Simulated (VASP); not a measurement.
# N (P6_3/mmc) in VASP: a series of runs

Runs on N. Level: PBEsol. Tasks: single point.

Everything below comes from runs of VASP 6.6.1. Logs are shortened: lines on timing, memory, paths and dates and some standing lists are left out, and cuts for length are marked.

## 1. The cell of the first run

The structure is hexagonal, space group P6_3/mmc (No. 194). Conventional cell: a = 2.433 Å, b = 2.433 Å, c = 2.362 Å, α = 90.00°, β = 90.00°, γ = 120.00°. Within 2.4 Å of N (site symmetry -6m2) lie 8 N at 1.83 to 2.36 Å.

## 2. Single point, PBEsol

Input file INCAR:

```
SYSTEM = N
  PREC = Accurate
  ENCUT = 520
  EDIFF = 1E-6
  ISMEAR = -1
  SIGMA = 0.1
  LREAL = .False.
  LASPH = .True.
  NELM = 100
  ALGO = Normal
  ISIF = 2
  LWAVE = .False.
  LCHARG = .False.
  GGA = PS
  NBANDS = 12
```

Input file KPOINTS:

```
Automatic mesh
0
Gamma
  8 8 7
  0 0 0
```

Input file POSCAR:

```
N
1.0
    2.4325254018      0.0000000000      0.0000000000
   -1.2162627009      2.1066283220      0.0000000000
    0.0000000000      0.0000000000      2.3615889657
N
2
Direct
    0.6666666667      0.3333333333      0.2500000000
    0.3333333333      0.6666666667      0.7500000000
```

Potentials or basis: VASP PAW PBE potentials, release 64 (N).

Started as:

```
cat potpaw_PBE.64/N/POTCAR > POTCAR
mpirun -np 1 vasp_std > vasp.out
```

OUTCAR:

```text
SYSTEM = N
   PREC = Accurate
   ENCUT = 520
   EDIFF = 1E-6
   ISMEAR = -1
   LREAL = .False.
   LASPH = .True.
   NELM = 100
   ISIF = 2
   GGA = PS

 ion  position               nearest neighbor table
   1  0.667  0.333  0.250-
   2  0.333  0.667  0.750-

  LATTYP: Found a hexagonal cell.
 ALAT       =     2.4325254018
 C/A-ratio  =     0.9708383575

  Lattice vectors:

 A1 = (   2.4325254018,   0.0000000000,   0.0000000000)
 A2 = (  -1.2162627009,   2.1066283220,   0.0000000000)
 A3 = (   0.0000000000,   0.0000000000,   2.3615889657)

Analysis of symmetry for initial positions (statically):
=====================================================================
 Subroutine PRICEL returns:
 Original cell was already a primitive cell.

 Routine SETGRP: Setting up the symmetry group for a
 hexagonal supercell.

 Subroutine GETGRP returns: Found 24 space group operations
 (whereof 12 operations were pure point group operations)
 out of a pool of 24 trial point group operations.

The static configuration has the point symmetry D_3d.
 The point group associated with its full space group is D_6h.

Analysis of symmetry for dynamics (positions and initial velocities):
=====================================================================
 Subroutine PRICEL returns:
 Original cell was already a primitive cell.

 Routine SETGRP: Setting up the symmetry group for a
 hexagonal supercell.

 Subroutine GETGRP returns: Found 24 space group operations
 (whereof 12 operations were pure point group operations)
 out of a pool of 24 trial point group operations.

The dynamic configuration has the point symmetry D_3d.
 The point group associated with its full space group is D_6h.

 Subroutine INISYM returns: Found 24 space group operations
 (whereof 12 operations are pure point group operations),
 and found     1 'primitive' translations

----------------------------------------------------------------------------------------

                                     Primitive cell

  volume of cell :      12.1018

  direct lattice vectors                    reciprocal lattice vectors
     2.432525402  0.000000000  0.000000000     0.411095399  0.237346092  0.000000000
    -1.216262701  2.106628322  0.000000000     0.000000000  0.474692184  0.000000000
     0.000000000  0.000000000  2.361588966     0.000000000  0.000000000  0.423443713

  length of vectors
     2.432525402  2.432524994  2.361588966     0.474692105  0.474692184  0.423443713

  position of ions in fractional coordinates (direct lattice)
     0.666666667  0.333333333  0.250000000
     0.333333333  0.666666667  0.750000000

  ion indices of the primitive-cell ions
   primitive index   ion index
                 1           1
                 2           2

----------------------------------------------------------------------------------------

 KPOINTS: Automatic mesh

Automatic generation of k-mesh.
 Grid dimensions read from file:
 generate k-points for:    8    8    7

 Generating k-lattice:

  Cartesian coordinates                     Fractional coordinates (reciprocal lattice)
     0.051386925  0.029668262  0.000000000     0.125000000  0.000000000  0.000000000
     0.000000000  0.059336523  0.000000000     0.000000000  0.125000000  0.000000000
     0.000000000  0.000000000  0.060491959     0.000000000  0.000000000  0.142857143

  Length of vectors
     0.059336513  0.059336523  0.060491959

  Shift w.r.t. Gamma in fractional coordinates (k-lattice)
     0.000000000  0.000000000  0.000000000

 Subroutine IBZKPT returns following result:
 ===========================================

 Found     40 irreducible k-points:

 Following reciprocal coordinates:
            Coordinates               Weight
  0.000000  0.000000  0.000000      1.000000
  0.125000  0.000000  0.000000      6.000000
  0.250000  0.000000  0.000000      6.000000
  0.375000  0.000000  0.000000      6.000000
  0.500000  0.000000  0.000000      3.000000
  0.125000  0.125000  0.000000      6.000000
[... 16 lines left out ...]
  0.250000  0.000000  0.285714     12.000000
  0.375000  0.000000  0.285714     12.000000
 [... further k-points ...]
   k-points           NKPTS =     40   k-points in BZ     NKDIM =     40   number of bands    NBANDS=     12
   number of dos      NEDOS =    301   number of ions     NIONS =      2
   total plane-waves  NPLWV =   5832
   dimension x,y,z NGX =    18 NGY =   18 NGZ =   18
   dimension x,y,z NGXF=    36 NGYF=   36 NGZF=   36
   ions per type =               2
   NGX,Y,Z   is equivalent  to a cutoff of  12.30, 12.30, 12.67 a.u.
   NGXF,Y,Z  is equivalent  to a cutoff of  24.60, 24.60, 25.34 a.u.
 SYSTEM =  N
   PREC   = accura    normal or accurate (medium, high low for compatibility)
   ISTART =      0    job   : 0-new  1-cont  2-samecut
   ICHARG =      2    charge: 1-file 2-atom 10-const
   ISPIN  =      1    spin polarized calculation?
   LNONCOLLINEAR =      F non collinear calculations
   LSORBIT =      F    spin-orbit coupling
   LASPH  =      T    aspherical Exc in radial PAW
   ENCUT  =  520.0 eV  38.22 Ry    6.18 a.u.   4.52  4.52  4.39*2*pi/ulx,y,z
   NELM   =    100;   NELMIN=  2; NELMDL= -5     # of ELM steps
   EDIFF  = 0.1E-05   stopping-criterion for ELM
   LREAL  =      F    real-space projection
   EDIFFG = 0.1E-04   stopping-criterion for IOM
   NSW    =      0    number of steps for IOM
   IBRION =     -1    ionic relax: 0-MD 1-quasi-New 2-CG
   NFREE  =      0    steps in history (QN), initial steepest desc. (CG)
   ISIF   =      2    stress and relaxation
   ISYM   =      2    0-nonsym 1-usesym 2-fastsym
   POTIM  = 0.5000    time-step for ionic-motion
   TEBEG  =    0.0;   TEEND  =   0.0 temperature during run
   PSTRESS=    0.0 pullay stress
   NELECT =      10.0000    total number of electrons
   NUPDOWN=      -1.0000    fix difference up-down
   EMIN   =  10.00;   EMAX   =-10.00  energy-range for DOS
   EFERMI =   0.00;   METHOD = LEGACY
   ISMEAR =    -1;   SIGMA  =   0.10  broadening in eV -4-tet -1-fermi 0-gaus
   EFERMI_NEDOS =   21; number of points for ismear=-14 and -15
   IALGO  =     38    algorithm
   IMIX   =      4    mixing-type and parameters
     AMIX     =   0.40;   BMIX     =  1.00
     AMIX_MAG =   1.60;   BMIX_MAG =  1.00
  volume/ion in A,a.u.               =       6.05        40.83
  Fermi-wavevector in a.u.,A,eV,Ry     =   1.536237  2.903067 32.110088  2.360025
  Thomas-Fermi vector in A             =   2.642914
   LORBIT       =      0    0 simple, 1 ext, 2 COOP (PROOUT), +10 PAW based schemes
   GGA     = PS    functional components
   LHFCALC =     F    Hartree Fock is set to
   AEXX    =    0.0000 exact exchange contribution
   IVDW    =     0    specifies the selected vdW correction
   LEPSILON=     F    determine dielectric tensor
   LRPA    =     F    only Hartree local field effects (RPA)
 non-spin polarized calculation
  energy-cutoff  :      520.00
  volume of cell :       12.10
 maximum number of plane-waves:       334
   NGX =  9   NGY =  9   NGZ =  9

 number of electron      10.0000001 magnetization

 Free energy of the ion-electron system (eV)
  ---------------------------------------------------
  ext. energy  EPLUGINS =         0.00000000
  ---------------------------------------------------
  free energy    TOTEN  =       -10.38081451 eV

  energy without entropy =      -10.36811174  energy(sigma->0) =      -10.37446313

 E-fermi :   8.7543     XC(G=0): -13.8462

 val. band max:        8.5972755176   @ k =   0.2500   0.0000   0.1429
 cond. band min:       8.8124471614   @ k =   0.1250   0.1250   0.2857
 fundamental gap:      0.2151716437
 Fermi energy:         8.7542877524

 k-point     1 :       0.0000    0.0000    0.0000
  band No.  band energies     occupation
      1     -15.0344      2.00000
      2       3.2027      2.00000
      3       3.9904      2.00000
      4       5.9632      2.00000
      5       5.9632      2.00000
      6      11.7054      0.00000
      7      11.7054      0.00000
      8      15.5987      0.00000
      9      22.9848      0.00000
     10      27.4249      0.00000
     11      34.9144      0.00000
     12      34.9144      0.00000

 k-point     2 :       0.1250    0.0000    0.0000
  band No.  band energies     occupation
      1     -14.6212      2.00000
      2       2.2403      2.00000
      3       3.5434      2.00000
      4       5.3231      2.00000
      5       6.4491      2.00000
      6      11.5917      0.00000
      7      12.3421      0.00000
      8      15.0349      0.00000
      9      23.9705      0.00000
     10      26.9684      0.00000
     11      35.5410      0.00000
     12      36.0083      0.00000

 k-point     3 :       0.2500    0.0000    0.0000
  band No.  band energies     occupation
      1     -13.4032      2.00000
      2      -1.0955      2.00000
      3       4.1638      2.00000
      4       4.5196      2.00000
      5       6.7825      2.00000
      6      11.4874      0.00000
      7      13.4310      0.00000
      8      13.5434      0.00000
      9      24.4356      0.00000
     10      27.7745      0.00000
     11      37.6468      0.00000
     12      38.2777      0.00000

 k-point     4 :       0.3750    0.0000    0.0000
  band No.  band energies     occupation
      1     -11.4877      2.00000
      2      -4.6229      2.00000
      3       3.2780      2.00000
      4       5.9308      2.00000
      5       6.8094      2.00000
      6      11.6452      0.00000
      7      11.6909      0.00000
      8      14.1655      0.00000
      9      22.8786      0.00000
     10      31.3568      0.00000
     11      36.4554      0.00000
     12      38.8749      0.00000

 k-point     5 :       0.5000    0.0000    0.0000
  band No.  band energies     occupation
      1      -9.8336      2.00000
      2      -6.8629      2.00000
      3       2.9589      2.00000
      4       6.7719      2.00000
      5       6.8940      2.00000
      6      10.4866      0.00000
      7      11.8786      0.00000
      8      14.4005      0.00000
      9      22.1364      0.00000
     10      33.9237      0.00000
     11      35.6020      0.00000
     12      37.8334      0.00000
[... 228 lines left out ...]
      1     -13.2485      2.00000
      2      -4.3927      2.00000
      3       7.2114      2.00000
      4       7.2114      2.00000
      5       8.8769      0.45355
      6      11.0235      0.00000
      7      11.0235      0.00000
      8      13.9029      0.00000
      9      28.8334      0.00000
     10      28.9758      0.00000
     11      31.9457      0.00000
     12      31.9457      0.00000

 k-point    22 :       0.1250    0.0000    0.2857
  band No.  band energies     occupation
      1     -12.8410      2.00000
      2      -4.0534      2.00000
      3       4.7348      2.00000
      4       6.6723      2.00000
      5       9.8219      0.00005
      6      10.5858      0.00000
      7      11.2494      0.00000
      8      13.9649      0.00000
      9      27.3757      0.00000
     10      29.5641      0.00000
     11      32.6857      0.00000
     12      34.4986      0.00000

 k-point    23 :       0.2500    0.0000    0.2857
  band No.  band energies     occupation
      1     -11.6424      2.00000
      2      -3.1708      2.00000
      3       1.2766      2.00000
      4       5.6634      2.00000
      5       7.7786      1.99988
      6      11.1296      0.00000
      7      11.4908      0.00000
      8      14.1145      0.00000
      9      26.2288      0.00000
     10      31.2458      0.00000
     11      33.6913      0.00000
     12      34.9997      0.00000

 k-point    24 :       0.3750    0.0000    0.2857
  band No.  band energies     occupation
      1      -9.7701      2.00000
      2      -3.4301      2.00000
      3      -0.4241      2.00000
      4       4.8698      2.00000
      5       5.2743      2.00000
      6      10.8245      0.00000
      7      11.5175      0.00000
      8      14.4291      0.00000
      9      25.8736      0.00000
     10      31.5404      0.00000
     11      35.4625      0.00000
     12      38.4826      0.00000

 [... further k-points ...]
[... 5 lines left out ...]
  --------------------------------------------------------------------------------------
  -------------------------------------------------------------------------------------
  Total        2.2093542      2.2093532      1.8210167      0.0000000      0.0000000      0.0000000
  in kB      292.5003004    292.5001695    241.0876193      0.0000000      0.0000000      0.0000000
  external PRESSURE =     275.3626964 kB  Pullay stress =       0.0000000 kB

 VOLUME and BASIS-vectors are now :
 -----------------------------------------------------------------------------
  energy-cutoff  :      520.00
  volume of cell :       12.10
      direct lattice vectors                 reciprocal lattice vectors
     2.432525402  0.000000000  0.000000000     0.411095399  0.237346092  0.000000000
    -1.216262701  2.106628322  0.000000000     0.000000000  0.474692184  0.000000000
     0.000000000  0.000000000  2.361588966     0.000000000  0.000000000  0.423443713

 POSITION                                       TOTAL-FORCE (eV/Angst)
 -----------------------------------------------------------------------------------
      1.21626      0.70221      0.59040         0.000000      0.000000      0.000000
     -0.00000      1.40442      1.77119        -0.000000     -0.000000      0.000000
 -----------------------------------------------------------------------------------
    total drift:                               -0.000000      0.000000      0.000000

  FREE ENERGIE OF THE ION-ELECTRON SYSTEM (eV)
  ---------------------------------------------------
  free  energy   TOTEN  =       -10.3808145125 eV

  energy  without entropy=      -10.3681117443  energy(sigma->0) =      -10.37446313
```

Run time: 11 s. Hardware: 1 thread of AMD EPYC 7R13, shared host; peak memory 0.08 GiB.

What came out:

| Item | Value |
| --- | --- |
| Free energy | -10.3808 eV |
| Pressure | 27.5 GPa |
| Band gap on the k mesh | zero (band 5 reaches 9.95 eV, above the bottom of band 6 at 5.98 eV) |

Caveat: the k points lie up to 0.38 Å⁻¹ apart; the PAW data sets were made with another functional, which shifts forces and pressure a little.

## 3. Single point, PBEsol

This run uses another cell than the first one, of 6.22 Å³/atom, 1.028 times its volume.

Input file INCAR:

```
SYSTEM = N
PREC = Accurate ; ENCUT = 520
EDIFF = 1E-6 ; ISMEAR = -1
SIGMA = 0.1 ; LREAL = .FALSE.
LASPH = .TRUE. ; NELM = 100
ALGO = Normal ; ISIF = 2
LWAVE = .FALSE. ; LCHARG = .FALSE.
GGA = PS ; NBANDS = 12
```

Input file KPOINTS:

```
regular mesh
0
G
  8 8 7
  0 0 0
```

Input file POSCAR:

```
N
1.0
    2.4548433952      0.0000000000      0.0000000000
   -1.2274216976      2.1259562669      0.0000000000
    0.0000000000      0.0000000000      2.3832561298
N
2
Direct
    0.6666666667      0.3333333333      0.2500000000
    0.3333333333      0.6666666667      0.7500000000
```

Potentials or basis: VASP PAW PBE potentials, release 64 (N).

Started as:

```
cat potpaw_PBE.64/N/POTCAR > POTCAR
mpirun -np 1 vasp_std > vasp.out
```

Wall time 11 s (1 thread of AMD EPYC 7R13, shared host); peak memory 0.08 GiB.

Results (log left out):

```
Free energy            : -10.4300 eV
Pressure               : 18.9 GPa
Band gap on the k mesh : zero (band 5 reaches 9.48 eV, above the bottom of band 6 at 5.67 eV)
```

Stress tensor (GPa, compression positive):
```
21.48  0.00  0.00
 0.00 21.48  0.00
 0.00  0.00 13.62
```

Levels at points of the mesh, in eV from the Fermi level:
| k point | band 1 | band 2 | band 3 | band 4 | band 5 | band 6 | band 7 | band 8 | band 9 | band 10 |
| --- | --- | --- | --- | --- | --- | --- | --- | --- | --- | --- |
| (0.00, 0.00, 0.00) | -23.32 | -5.34 | -4.98 | -2.66 | -2.66 | 2.94 | 2.94 | 6.68 | 14.27 | 18.46 |
| (0.50, 0.00, 0.00) | -18.26 | -15.29 | -5.57 | -2.04 | -1.75 | 1.74 | 3.03 | 5.52 | 13.40 | 24.84 |

Caveat: the k points lie up to 0.38 Å⁻¹ apart; the PAW data sets were made with another functional, which shifts forces and pressure a little.

## 4. Single point, PBEsol

This run uses another cell than the first one, of 6.39 Å³/atom, 1.056 times its volume.

Input file INCAR:

```
PREC = Accurate
ENCUT = 520
EDIFF = 1E-6
ISMEAR = -1
SIGMA = 0.1
LREAL = False
LASPH = True
NELM = 100
ALGO = Normal
ISIF = 2
LWAVE = False
LCHARG = False
GGA = PS
NBANDS = 12
```

Input file KPOINTS:

```
regular mesh
0
Gamma
  8 8 7
```

Input file POSCAR:

```
N
1.0
    2.4767627997      0.0000000000      0.0000000000
   -1.2383813998      2.1449390238      0.0000000000
    0.0000000000      0.0000000000      2.4045363284
N
2
Direct
    0.6666666667      0.3333333333      0.2500000000
    0.3333333333      0.6666666667      0.7500000000
```

Started as:

```
cat potpaw_PBE.64/N/POTCAR > POTCAR
mpirun -np 1 vasp_std > vasp.out
```

It took 9.7 s on 1 thread of AMD EPYC 7R13, shared host; peak memory 0.08 GiB.

It converged, with:

```
Free energy            : -10.4621 eV
Pressure               : 11.2 GPa
Band gap on the k mesh : zero (band 5 reaches 9.04 eV, above the bottom of band 6 at 5.37 eV)
```

Stress tensor (GPa, compression positive):
```
14.63  0.00  0.00
 0.00 14.63  0.00
 0.00  0.00  4.48
```

Levels at points of the mesh, in eV from the Fermi level:
```tsv
k point	band 3	band 4	band 5	band 6	band 7	band 8
(0.00, 0.00, 0.00)	-5.15	-2.54	-2.54	2.91	2.91	6.51
(0.50, 0.00, 0.00)	-5.37	-2.10	-1.65	1.75	2.94	5.39
```

Caveat: the k points lie up to 0.37 Å⁻¹ apart; the PAW data sets were made with another functional, which shifts forces and pressure a little.

## 5. Single point, PBEsol

This run uses another cell than the first one, of 6.56 Å³/atom, 1.083 times its volume.

Input file INCAR:

```
SYSTEM = N
ALGO = Normal
EDIFF = 1E-7
ENCUT = 520
GGA = PS
ISIF = 2
ISMEAR = -1
LASPH = .True.
LCHARG = .False.
LREAL = .False.
LWAVE = .False.
NBANDS = 12
NELM = 60
PREC = Accurate
SIGMA = 0.1
```

Input file KPOINTS:

```
k-points
0
Gamma
  8 8 7
  0 0 0
```

Input file POSCAR:

```
N
1.0
    2.4983009486      0.0000000000      0.0000000000
   -1.2491504743      2.1635916037      0.0000000000
    0.0000000000      0.0000000000      2.4254463895
N
2
Direct
    0.6666666667      0.3333333333      0.2500000000
    0.3333333333      0.6666666667      0.7500000000
```

Started as:

```
cat potpaw_PBE.64/N/POTCAR > POTCAR
mpirun -np 1 vasp_std > vasp.out
```

Wall time 11 s (1 thread of AMD EPYC 7R13, shared host); peak memory 0.09 GiB.

It converged, with:

* Free energy: -10.4791 eV
* Pressure: 4.5 GPa
* Band gap on the k mesh: zero (band 5 reaches 8.61 eV, above the bottom of band 6 at 5.08 eV)

Stress tensor (GPa, compression positive):
```
 8.48  0.00  0.00
 0.00  8.48  0.00
 0.00  0.00 -3.44
```

Levels at points of the mesh, in eV from the Fermi level:
```
           k point  band 3  band 4  band 5  band 6  band 7  band 8
(0.00, 0.00, 0.00)   -4.97   -2.44   -2.44    2.88    2.88    6.35
(0.50, 0.00, 0.00)   -5.18   -2.17   -1.57    1.74    2.84    5.26
```

Caveat: the k points lie up to 0.37 Å⁻¹ apart; the PAW data sets were made with another functional, which shifts forces and pressure a little.

[end of part 1 of 2]
